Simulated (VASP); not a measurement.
Crystal: Al2O3.

```
Al O
1.0
     2.40435    1.38815    4.37450
    -2.40435    1.38815    4.37450
     0.00000   -2.77631    4.37450
Al O
4 6
Direct
  0.35215 0.35215 0.35215
  0.14785 0.14785 0.14785
  0.64785 0.64785 0.64785
  0.85215 0.85215 0.85215
  0.55617 0.94383 0.25000
  0.25000 0.55617 0.94383
  0.94383 0.25000 0.55617
  0.44383 0.05617 0.75000
  0.75000 0.44383 0.05617
  0.05617 0.75000 0.44383
```

| Property | Result |
| --- | --- |
| Program | VASP 6.6.1 |
| Task | relaxation of cell and atoms |
| Functional | LDA |
| Potentials or basis | VASP PAW LDA potentials, release 64 (Al, O) |
| Cutoff | 600 eV |
| k mesh | 6 × 6 × 6 |
| Occupations | fermi-dirac, width 0.02 eV |
| Spin | no spin polarisation |

At the start: pressure -11.7 GPa; volume 8.76 Å³/atom.

Q: Where does the relaxation end?

A: Over 8 steps the energy falls by 16.2 meV/atom and the volume is 8.34 Å³/atom (-4.8 %); space group R-3c (No. 167, to 0.1 Å) before and after.

Step by step:
```
step  energy change (eV)  largest force (eV/Å)  pressure (GPa)  volume (Å³)
   1              0.0000                0.1008          -11.66        87.60
   2             -0.0233                0.1328           12.64        79.77
   3             -0.1613                0.0350           -0.09        83.40
   4             -0.1612                0.0351            0.16        83.32
   5             -0.1616                0.0074            0.18        83.30
   6             -0.1616                0.0034            0.18        83.31
   7             -0.1616                0.0019           -0.13        83.40
   8             -0.1617                0.0010            0.00        83.36
```

Final structure:
```
CELL_PARAMETERS angstrom
2.36617 1.36611 4.29825
-2.36617 1.36611 4.29825
0.00000 -2.73222 4.29825
ATOMIC_POSITIONS crystal
Al 0.35199 0.35199 0.35199
Al 0.14801 0.14801 0.14801
Al 0.64801 0.64801 0.64801
Al 0.85199 0.85199 0.85199
O 0.55574 0.94426 0.25000
O 0.25000 0.55574 0.94426
O 0.94426 0.25000 0.55574
O 0.44426 0.05574 0.75000
O 0.75000 0.44426 0.05574
O 0.05574 0.75000 0.44426
```
